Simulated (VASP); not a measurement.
Write the native input for VASP 6.6.1 that does the following.

```yaml
Task: single point
Functional: PBE-based screened hybrid with 25 % exact exchange
Potentials_or_basis: VASP PAW PBE potentials, release 64 (Zr_sv, O)
Cutoff: 520 eV
k_mesh: 5 × 5 × 5
Occupations: fermi-dirac, width 0.05 eV
Spin: no spin polarisation
Dipole_correction: no
Grid_for_exact_exchange_PRECFOCK: Normal
Share_of_exact_exchange: 0.25
Further_INCAR_settings: ALGO = Normal; EDIFF = 1e-06; NBANDS = 16
Screening_parameter: 0.3 1/Å
```

The system is ZrO.

```
Zr O
1.0
     2.16612   -2.16624    0.00000
     2.16612    2.16624    0.00000
     0.00000    0.00000    3.24348
Zr O
1 1
Direct
  0.00000 0.00000 0.00000
  0.50000 0.50000 0.00000
```

These files were run (other wordings do the same):

POSCAR

```
ZrO
1.0
    2.1661197818     -2.1662361939      0.0000000000
    2.1661197818      2.1662361939      0.0000000000
    0.0000000000      0.0000000000      3.2434839077
Zr O
1 1
Direct
    0.0000000000      0.0000000000      0.0000000000
    0.5000000000      0.5000000000      0.0000000000
```

INCAR.step1

```
SYSTEM = ZrO
PREC = Accurate ; ENCUT = 520
EDIFF = 1E-5 ; ISMEAR = -1
SIGMA = 0.05 ; LREAL = .FALSE.
LASPH = .TRUE. ; NELM = 120
ALGO = Normal ; ISIF = 2
LWAVE = .TRUE. ; LCHARG = .FALSE.
GGA = PE ; NBANDS = 16
GGA_COMPAT = .FALSE.
```

INCAR.step2

```
SYSTEM = ZrO
PREC = Accurate ; ENCUT = 520
EDIFF = 1E-6 ; ISMEAR = -1
SIGMA = 0.05 ; LREAL = .FALSE.
LASPH = .TRUE. ; NELM = 120
ALGO = Normal ; ISIF = 2
LWAVE = .FALSE. ; LCHARG = .FALSE.
GGA = PE ; LHFCALC = .TRUE.
AEXX = 0.25 ; HFSCREEN = 0.3
PRECFOCK = Normal ; ISTART = 1
NBANDS = 16 ; GGA_COMPAT = .FALSE.
```

KPOINTS

```
Automatic mesh
0
G
  5 5 5
  0 0 0
```

Potentials or basis: VASP PAW PBE potentials, release 64 (Zr_sv, O).

Run with:

```bash
$ cat potpaw_PBE.64/Zr_sv/POTCAR potpaw_PBE.64/O/POTCAR > POTCAR
$ cp INCAR.step1 INCAR
$ mpirun -np 1 vasp_std > vasp.out
$ cp INCAR.step2 INCAR
$ mpirun -np 1 vasp_std > vasp.out
```

It gave:

* Pressure: 0.3 GPa
* Band gap on the k mesh: zero (bands 9 and 10 overlap by 4.42 eV)

Caveat: the k points lie up to 0.41 Å⁻¹ apart, too coarse for converged energies and pressures of a metal; the PAW data sets were made with another functional, which shifts forces and pressure a little.

Run time: 31 min on 1 thread of Intel(R) Xeon(R) Platinum 8375C CPU @ 2.90GHz (Ice Lake) (shared host), peak memory 0.25 GiB.
